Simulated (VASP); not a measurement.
A run of VASP 6.6.1 is set up as follows.

The input INCAR:

```
ALGO     = Normal         # electronic algorithm
EDIFF    = 1E-6           # SCF threshold, eV
ENCUT    = 520            # plane-wave cutoff, eV
GGA      = PE             # functional
ISIF     = 2              # what is computed and relaxed
ISMEAR   = 0              # smearing method
LASPH    = T              # aspherical terms in the spheres
LCHARG   = F              # write CHGCAR
LREAL    = F              # projectors in reciprocal space
LWAVE    = F              # write WAVECAR
NBANDS   = 14             # bands
NELM     = 80             # most SCF steps
PREC     = Accurate       # precision mode
SIGMA    = 0.15           # smearing width, eV
```

File KPOINTS:

```
k-points
0
Gamma
  16 16 16
```

POSCAR

```
HfN
1.0
    0.0000000000      2.3320809000      2.3934514500
    2.3320809000      0.0000000000      2.3934514500
    2.3320809000      2.3320809000      0.0000000000
Hf N
1 1
Direct
    0.0000000000      0.0000000000      0.0000000000
    0.7500000000      0.7500000000      0.7500000000
```

Potentials or basis: VASP PAW PBE potentials, release 64 (Hf_pv, N).

The run is started by

```bash
$ cat potpaw_PBE.64/Hf_pv/POTCAR potpaw_PBE.64/N/POTCAR > POTCAR
$ mpirun -np 1 vasp_std > vasp.out
```

(1) Predict the pressure.

Answers

(1) 31.9 GPa.

Caveat: the cell differs from its parent crystal (strain -0.050 along x and y, -0.025 along z).
